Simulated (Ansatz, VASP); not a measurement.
# One calculation of Ir3C2, two programs

```
Ir C
1.0
     5.56648    0.00000    0.00000
    -2.78324    4.82071    0.00000
     0.00000    0.00000    2.75360
Ir C
3 2
Cartesian
  2.7832 0.0000 1.3768
  -1.3916 2.4104 1.3768
  1.3916 2.4104 1.3768
  2.7832 1.6069 0.0000
  0.0000 3.2138 0.0000
```

Alike in both runs: functional PBE; k mesh 6 × 6 × 6; occupations gaussian, width 0.1 eV; no spin polarisation.

Ansatz relaxed the structure, and its values are those at the end. VASP's run is a single point on that final structure, the one shown.

|  | VASP | Ansatz |
| --- | --- | --- |
| version | VASP 6.6.1 | Ansatz 0.2.0 |
| potentials or method | VASP PAW PBE potentials, release 64 (Ir, C), cutoff 600 eV | scalar-relativistic, plane waves, PAW |
| valence electrons in the cell | 35 | 59 |

Ansatz gave:

- gap on the k mesh at the Fermi level (eV): none
- pressure (GPa): 0.0

Estimate VASP's values.

gap on the k mesh at the Fermi level (eV): none; pressure (GPa): 1.2.

A gap of «none» marks a metal or a gap that the smearing closes. With one functional, cell and mesh, what is left measures potentials, basis and numerics. VASP's potentials hold 35 valence electrons a cell and Ansatz's 59, so a difference there can come from the potentials and not from the codes.

The k mesh is coarse, so the values compare programs but aren't converged. Neither program's run includes spin-orbit coupling.
